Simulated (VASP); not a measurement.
Input of a VASP 6.6.1 run:

File INCAR:

```
SYSTEM = Be
PREC = Accurate
ENCUT = 600
EDIFF = 1E-6
ISMEAR = -1
SIGMA = 0.1
LREAL = .False.
LASPH = .True.
NELM = 120
ALGO = Normal
ISIF = 2
LWAVE = .False.
LCHARG = .False.
GGA = CA
NBANDS = 7
GGA_COMPAT = .False.
```

Contents of KPOINTS:

```
Automatic mesh
0
Gamma
  21 21 21
  0 0 0
```

Contents of POSCAR:

```
Be
1.0
    2.1414069196      0.0000000000      0.0000000000
    0.0000000000      2.1414069196      0.0000000000
    0.0000000000      0.0000000000      2.1414069196
Be
1
Direct
    0.0000000000      0.0000000000      0.0000000000
```

Potentials or basis: VASP PAW LDA potentials, release 64 (Be).

The run is started by

```console
$ cat potpaw_LDA.64/Be/POTCAR > POTCAR
$ mpirun -np 1 vasp_std > vasp.out
```

(1) Estimate the pressure.

(2) What does it give for the band gap on the k mesh?

## Answers

(1) 0.2 GPa.

(2) zero (bands 1 and 2 overlap by 6.65 eV).
